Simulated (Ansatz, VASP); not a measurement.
## Two plane-wave programs on MgS

```
Mg S
1.0
     0.00000    2.60165    2.60165
     2.60165    0.00000    2.60165
     2.60165    2.60165    0.00000
Mg S
1 1
Direct
  0.00000 0.00000 0.00000
  0.50000 0.50000 0.50000
```

Alike in both runs: task electric field gradients; functional PBE; k mesh 10 × 10 × 10; occupations fermi-dirac, width 0.03 eV; no spin polarisation.

|  | VASP | Ansatz |
| --- | --- | --- |
| version | VASP 6.6.1 | Ansatz 0.2.0 |
| potentials or method | VASP PAW PBE potentials, release 64 (Mg, S) | PAW with Ansatz's default frozen-core files, scalar-relativistic |
| plane-wave cutoff (eV) | 520 | 420 |
| valence electrons in the cell | 8 | 16 |

|  | VASP | Ansatz | Ansatz less VASP |
| --- | --- | --- | --- |
| gap on the k mesh at the Fermi level (eV) | 2.78 | 2.79 | +0.014 |
| pressure (GPa) | 0.9 | 1.2 | +0.30 |

With one functional, cell and mesh, what is left measures potentials, basis and numerics. VASP's potentials hold 8 valence electrons a cell and Ansatz's 16, so a difference there can come from the potentials and not from the codes.
